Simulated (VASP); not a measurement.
Crystal: Ni.

```
CELL_PARAMETERS angstrom
2.39667 0.00000 0.00000
-0.79889 2.25960 0.00000
-0.79889 -1.12980 1.95687
ATOMIC_POSITIONS crystal
Ni 0.00000 0.00000 0.00000
```

This isn't the form of Ni at room conditions, which is fcc.

| Property | Result |
| --- | --- |
| Program | VASP 6.6.1 |
| Task | relaxation of cell and atoms |
| Functional | PBEsol |
| Dispersion | D3(BJ) |
| Potentials or basis | VASP PAW PBE potentials, release 64 (Ni) |
| Cutoff | 600 eV |
| k mesh | 17 × 17 × 17 |
| Occupations | fermi-dirac, width 0.05 eV |
| Spin | collinear spin, ferromagnetic start |
| Starting moments | [1.5] μB |

At the start: pressure -9.2 GPa; volume 10.60 Å³/atom.

How do energy, volume and symmetry change on relaxing?

Over 3 steps the energy falls by 13.9 meV/atom and the volume is 10.14 Å³/atom (-4.3 %); space group Im-3m (No. 229, to 0.1 Å) before and after; moment 0.47 μB per cell.

Step by step:
```tsv
step	energy change (eV)	largest force (eV/Å)	pressure (GPa)	volume (Å³)
1	0.0000	0.0000	-9.21	10.60
2	0.0019	0.0000	11.78	9.69
3	-0.0139	0.0000	-0.05	10.14
```

Final structure:
```
Ni
1.0
     2.36182    0.00000    0.00000
    -0.78727    2.22675    0.00000
    -0.78727   -1.11337    1.92842
Ni
1
Cartesian
  0.0000 0.0000 0.0000
```

Caveat: the PAW data sets were made with another functional, which shifts forces and pressure a little.
